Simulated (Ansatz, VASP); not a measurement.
# TiSi3W: VASP beside Ansatz

```xyz
5
Lattice="4.9686 0.0000 0.0000 -2.4843 4.3029 0.0000 0.0000 0.0000 5.0057" Properties=species:S:1:pos:R:3 pbc="T T T"
Ti    0.0000    0.0000    0.0000
Si    2.4850    0.0000    2.5029
Si   -1.2425    2.1521    2.5029
Si    1.2418    2.1508    2.5029
W     0.0000    0.0000    2.5029
```

Alike in both runs: functional PBE; k mesh 6 × 6 × 4; occupations gaussian, width 0.1 eV; no spin polarisation.

Ansatz relaxed the structure, and its values are those at the end. VASP's run is a single point on that final structure, the one shown.

|  | VASP | Ansatz |
| --- | --- | --- |
| version | VASP 6.6.1 | Ansatz 0.2.0 |
| potentials or method | VASP PAW PBE potentials, release 64 (Ti_sv, Si, W_sv), cutoff 520 eV | scalar-relativistic, plane waves, PAW |
| valence electrons in the cell | 38 | 38 |

|  | VASP | Ansatz | Ansatz less VASP |
| --- | --- | --- | --- |
| gap on the k mesh at the Fermi level (eV) | none | none | - |
| pressure (GPa) | 0.2 | 0.2 | -0.05 |
| rms of the force components (eV/Å) | 0.005 | 0.005 | 0.0000 |

A gap of «none» marks a metal or a gap that the smearing closes.

Neither program's run includes spin-orbit coupling.
